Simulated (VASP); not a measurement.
# Fe in VASP: a series of runs, part 2 of 2

VASP 6.6.1.

**3. Single point, PBEsol, collinear spin, ferromagnetic start**

INCAR

```
SYSTEM = Fe
PREC = Accurate
ENCUT = 520
EDIFF = 1E-6
ISMEAR = 0
SIGMA = 0.1
LREAL = .FALSE.
LASPH = .TRUE.
NELM = 150
ALGO = Normal
ISIF = 2
LWAVE = .FALSE.
LCHARG = .FALSE.
ISPIN = 2
MAGMOM = 0.23 0.23 0.23 0.23 0.23 0.23
LORBIT = 11
LMAXMIX = 4
LDIPOL = .TRUE.
IDIPOL = 3
DIPOL = 0.5 0.5 0.500
GGA = PS
NBANDS = 37
```

KPOINTS

```
Automatic mesh
0
G
  15 15 1
  0 0 0
```

POSCAR

```
Fe
1.0
    2.4085592353      0.0000000000      0.0000000000
   -1.2042796177      2.0858734843      0.0000000000
    0.0000000000      0.0000000000     24.8329019031
Fe
6
Direct
    0.6666666667      0.3333333333      0.3017661341
    0.3333333333      0.6666666667      0.3804436049
    0.0000000000      0.0000000000      0.4605524895
    0.6666666667      0.3333333333      0.5394480046
    0.3333333333      0.6666666667      0.6195561102
    0.0000000000      0.0000000000      0.6982336567
```

Potentials or basis: VASP PAW PBE potentials, release 64 (Fe).

Launch:

```bash
$ cat potpaw_PBE.64/Fe/POTCAR > POTCAR
$ mpirun -np 1 vasp_std > vasp.out
```

OUTCAR:

```text
SYSTEM = Fe
   PREC = Accurate
   ENCUT = 520
   EDIFF = 1E-6
   ISMEAR = 0
   LREAL = .FALSE.
   LASPH = .TRUE.
   NELM = 150
   ISIF = 2
   ISPIN = 2
   LORBIT = 11
   GGA = PS

 ion  position               nearest neighbor table
   1  0.667  0.333  0.302-   2 2.40   2 2.40   2 2.40
   2  0.333  0.667  0.380-   1 2.40   1 2.40   1 2.40   3 2.43   3 2.43   3 2.43
   3  0.000  0.000  0.461-   4 2.40   4 2.40   4 2.40   2 2.43   2 2.43   2 2.43
   4  0.667  0.333  0.539-   3 2.40   3 2.40   3 2.40   5 2.43   5 2.43   5 2.43
   5  0.333  0.667  0.620-   6 2.40   6 2.40   6 2.40   4 2.43   4 2.43   4 2.43
   6  0.000  0.000  0.698-   5 2.40   5 2.40   5 2.40

  LATTYP: Found a hexagonal cell.
 ALAT       =     2.4085592353
 C/A-ratio  =    10.3102724397

  Lattice vectors:

 A1 = (   2.4085592353,   0.0000000000,   0.0000000000)
 A2 = (  -1.2042796177,   2.0858734843,   0.0000000000)
 A3 = (   0.0000000000,   0.0000000000,  24.8329019031)

Analysis of symmetry for initial positions (statically):
=====================================================================
 Subroutine PRICEL returns:
 Original cell was already a primitive cell.

 Routine SETGRP: Setting up the symmetry group for a
 hexagonal supercell.

 Subroutine GETGRP returns: Found 12 space group operations
 (whereof  6 operations were pure point group operations)
 out of a pool of 24 trial point group operations.

The static configuration has the point symmetry C_3v.
 The point group associated with its full space group is D_3d.

Analysis of symmetry for dynamics (positions and initial velocities):
=====================================================================
 Subroutine PRICEL returns:
 Original cell was already a primitive cell.

 Routine SETGRP: Setting up the symmetry group for a
 hexagonal supercell.

 Subroutine GETGRP returns: Found 12 space group operations
 (whereof  6 operations were pure point group operations)
 out of a pool of 24 trial point group operations.

The dynamic configuration has the point symmetry C_3v.
 The point group associated with its full space group is D_3d.

Analysis of structural, dynamic, and magnetic symmetry:
=====================================================================
 Subroutine PRICEL returns:
 Original cell was already a primitive cell.

 Routine SETGRP: Setting up the symmetry group for a
 hexagonal supercell.

 Subroutine GETGRP returns: Found 12 space group operations
 (whereof  6 operations were pure point group operations)
 out of a pool of 24 trial point group operations.

The overall configuration has the point symmetry C_3v.
 The point group associated with its full space group is D_3d.

 Subroutine INISYM returns: Found 12 space group operations
 (whereof  6 operations are pure point group operations),
 and found     1 'primitive' translations

----------------------------------------------------------------------------------------

                                     Primitive cell

  volume of cell :     124.7593

  direct lattice vectors                    reciprocal lattice vectors
     2.408559235  0.000000000  0.000000000     0.415185969  0.239707731  0.000000000
    -1.204279618  2.085873484  0.000000000     0.000000000  0.479415462  0.000000000
     0.000000000  0.000000000 24.832901903     0.000000000  0.000000000  0.040269156

  length of vectors
     2.408559235  2.408559235 24.832901903     0.479415462  0.479415462  0.040269156

  position of ions in fractional coordinates (direct lattice)
     0.666666667  0.333333333  0.301766134
     0.333333333  0.666666667  0.380443605
[... 105 lines left out ...]
     AMIX_MAG =   1.60;   BMIX_MAG =  1.00
  volume/ion in A,a.u.               =      20.79       140.32
  Fermi-wavevector in a.u.,A,eV,Ry     =   1.190687  2.250072 19.289467  1.417736
  Thomas-Fermi vector in A             =   2.326766
   LORBIT       =     11    0 simple, 1 ext, 2 COOP (PROOUT), +10 PAW based schemes
   GGA     = PS    functional components
   LHFCALC =     F    Hartree Fock is set to
   AEXX    =    0.0000 exact exchange contribution
   IVDW    =     0    specifies the selected vdW correction
   LEPSILON=     F    determine dielectric tensor
   LRPA    =     F    only Hartree local field effects (RPA)
 spin polarized calculation
 Gauss-broadening in eV      SIGMA  =   0.10
  energy-cutoff  :      520.00
  volume of cell :      124.76
 maximum number of plane-waves:      3423
 NGX is ok and might be reduce to    18
   NGX =  9   NGY =  9   NGZ = 93

 dipolmoment           0.000000      0.000000      0.000000 electrons x Angstroem

 number of electron      48.0000013 magnetization       1.0611398

 dipolmoment           0.000000      0.000000     -0.000000 electrons x Angstroem

 Free energy of the ion-electron system (eV)
  ---------------------------------------------------
  ext. energy  EPLUGINS =         0.00000000
  ---------------------------------------------------
  free energy    TOTEN  =       -51.12845785 eV

  energy without entropy =      -51.06860654  energy(sigma->0) =      -51.09853220

 E-fermi :   0.6650     XC(G=0):  -7.5749

 val. band max:        0.6635798702   @ k =   0.2000   0.0667   0.0000
 cond. band min:       0.6671065989   @ k =   0.3333   0.1333   0.0000
 fundamental gap:      0.0035267287
 Fermi energy:         0.6649744314

 spin component 1

 k-point     1 :       0.0000    0.0000    0.0000
  band No.  band energies     occupation
      1      -8.2077      1.00000
      2      -7.4614      1.00000
      3      -6.3777      1.00000
      4      -5.2396      1.00000
      5      -4.5685      1.00000
      6      -4.4606      1.00000
[... 925 lines left out ...]
     35       6.6519      0.00000
     36       6.9527      0.00000

 [... further k-points ...]

 spin component 2

 k-point     1 :       0.0000    0.0000    0.0000
  band No.  band energies     occupation
      1      -8.1589      1.00000
      2      -7.4358      1.00000
      3      -6.3471      1.00000
      4      -5.1941      1.00000
      5      -4.5448      1.00000
      6      -4.3643      1.00000
[... 925 lines left out ...]
     35       6.7111      0.00000
     36       7.0368      0.00000

 [... further k-points ...]

 [bands above 36 left out]

------------------------ aborting loop because EDIFF is reached ----------------------------------------

 vacuum level on the upper side and lower side of the slab       (xc-potential included)        -0.229        -0.229

  FORCE on cell =-STRESS in cart. coord.  units (eV):
  Direction    XX          YY          ZZ          XY          YZ          ZX
  --------------------------------------------------------------------------------------
  -------------------------------------------------------------------------------------
  Total       -2.6707087     -2.6707087     -2.7328157      0.0000000      0.0000000     -0.0000000
  in kB      -34.2976478    -34.2976478    -35.0952357      0.0000000      0.0000000     -0.0000000
  external PRESSURE =     -34.5635104 kB  Pullay stress =       0.0000000 kB

 VOLUME and BASIS-vectors are now :
 -----------------------------------------------------------------------------
  energy-cutoff  :      520.00
  volume of cell :      124.76
      direct lattice vectors                 reciprocal lattice vectors
     2.408559235  0.000000000  0.000000000     0.415185969  0.239707731  0.000000000
    -1.204279618  2.085873484  0.000000000     0.000000000  0.479415462  0.000000000
     0.000000000  0.000000000 24.832901903     0.000000000  0.000000000  0.040269156

 POSITION                                       TOTAL-FORCE (eV/Angst)
 -----------------------------------------------------------------------------------
      1.20428      0.69529      7.49373        -0.000000     -0.000000      0.620947
     -0.00000      1.39058      9.44752         0.000000     -0.000000     -0.517497
      0.00000      0.00000     11.43685        -0.000000      0.000000     -0.157471
      1.20428      0.69529     13.39606         0.000000     -0.000000      0.157471
     -0.00000      1.39058     15.38538        -0.000000     -0.000000      0.517497
      0.00000      0.00000     17.33917        -0.000000      0.000000     -0.620947
 -----------------------------------------------------------------------------------
    total drift:                               -0.000000      0.000000     -0.000069

  FREE ENERGIE OF THE ION-ELECTRON SYSTEM (eV)
  ---------------------------------------------------
  free  energy   TOTEN  =       -51.1284578545 eV

  energy  without entropy=      -51.0686065371  energy(sigma->0) =      -51.09853220

 vacuum level on the upper side and lower side of the slab         5.770         5.770

 total charge

# of ion       s       p       d       tot
------------------------------------------
    1        0.532   0.516   6.311   7.359
    2        0.551   0.667   6.362   7.580
    3        0.555   0.665   6.369   7.589
    4        0.555   0.665   6.369   7.589
    5        0.551   0.667   6.362   7.580
    6        0.532   0.516   6.311   7.359
--------------------------------------------------
tot          3.277   3.695  38.083  45.055

 magnetization (x)

# of ion       s       p       d       tot
------------------------------------------
    1       -0.000   0.002  -0.062  -0.061
    2       -0.001  -0.002   0.143   0.141
    3       -0.002  -0.005   0.445   0.438
    4       -0.002  -0.005   0.445   0.438
    5       -0.001  -0.002   0.143   0.141
    6       -0.000   0.002  -0.062  -0.061
--------------------------------------------------
tot         -0.005  -0.011   1.052   1.035
```

Wall time 17 min (1 thread of Intel Xeon 6975P-C, shared host); peak memory 0.39 GiB.

Results:

```
Free energy                                           : -51.1285 eV
Largest force                                         : 0.621 eV/Å
Net moment                                            : 1.06 μB per cell
Site moments                                          : Fe -0.06, +0.14, +0.44 μB
Valence electrons inside the program's atomic spheres : Fe 7.36, 7.58, 7.59
```

Forces in eV/Å, atoms in the order of the input:
```
Fe   0.000  0.000  0.621
Fe   0.000  0.000 -0.517
Fe   0.000  0.000 -0.157
Fe   0.000  0.000  0.157
Fe   0.000  0.000  0.517
Fe   0.000  0.000 -0.621
```

Levels at points of the mesh, in eV from the Fermi level:
Spin up:
```csv
k point,band 21,band 22,band 23,band 24,band 25,band 26,band 27,band 28
"(0.00, 0.00, 0.00)",-1.31,-1.28,-1.28,-0.38,-0.38,-0.24,-0.24,-0.17
```
Spin down:
```
           k point  band 20  band 21  band 22  band 23  band 24  band 25  band 26  band 27
(0.00, 0.00, 0.00)    -1.31    -1.29    -1.25    -1.25    -0.14    -0.04    -0.04     0.03
```

Caveat: the PAW data sets were made with another functional, which shifts forces and pressure a little.
